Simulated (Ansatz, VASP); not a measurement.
**TaSi2 in VASP and in Ansatz**

```
Ta Si
1.0
     4.66604    0.00000    0.00000
    -2.33302    4.04091    0.00000
     0.00000    0.00000    2.62114
Ta Si
1 2
Direct
  0.00000 0.00000 0.00000
  0.33333 0.66667 0.00000
  0.66667 0.33333 0.00000
```

Alike in both runs: functional PBE; k mesh 6 × 6 × 6; occupations gaussian, width 0.2 eV; no spin polarisation.

Ansatz relaxed the structure, and its values are those at the end. VASP's run is a single point on that final structure, the one shown.

|  | VASP | Ansatz |
| --- | --- | --- |
| version | VASP 6.6.1 | Ansatz 0.2.0 |
| potentials or method | VASP PAW PBE potentials, release 64 (Ta_pv, Si), cutoff 500 eV | scalar-relativistic, plane waves, PAW |
| valence electrons in the cell | 19 | 21 |

Ansatz gave:

* gap on the k mesh at the Fermi level (eV): none
* pressure (GPa): 0.5

Task: Estimate VASP's values.

Result: gap on the k mesh at the Fermi level (eV): none; pressure (GPa): 0.6.

A gap of «none» marks a metal or a gap that the smearing closes. VASP's potentials hold 19 valence electrons a cell and Ansatz's 21, so a difference there can come from the potentials and not from the codes.

The k mesh is coarse, so the values compare programs but aren't converged. Neither program's run includes spin-orbit coupling.
